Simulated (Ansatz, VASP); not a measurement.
# Two plane-wave programs on As

```
As
1.0
     2.64590    0.00000    0.00000
     0.00000    4.54024    0.00000
     0.00000    0.00000    3.39522
As
2
Direct
  0.00000 0.00000 0.72699
  0.50000 0.50000 0.27301
```

Alike in both runs: functional PBE; k mesh 6 × 4 × 6; occupations gaussian, width 0.1 eV; no spin polarisation.

Ansatz relaxed the structure, and its values are those at the end. VASP's run is a single point on that final structure, the one shown.

|  | VASP | Ansatz |
| --- | --- | --- |
| version | VASP 6.6.1 | Ansatz 0.2.0 |
| potentials or method | VASP PAW PBE potentials, release 64 (As), cutoff 520 eV | scalar-relativistic, plane waves, PAW |
| valence electrons in the cell | 10 | 30 |

|  | VASP | Ansatz | Ansatz less VASP |
| --- | --- | --- | --- |
| gap on the k mesh at the Fermi level (eV) | none | none | - |
| pressure (GPa) | 0.2 | 0.1 | -0.09 |
| rms of the force components (eV/Å) | 0.003 | 0.002 | -0.0012 |

A gap of «none» marks a metal or a gap that the smearing closes. With one functional, cell and mesh, what is left measures potentials, basis and numerics. VASP's potentials hold 10 valence electrons a cell and Ansatz's 30, so a difference there can come from the potentials and not from the codes.

The k mesh is coarse, so the values compare programs but aren't converged.
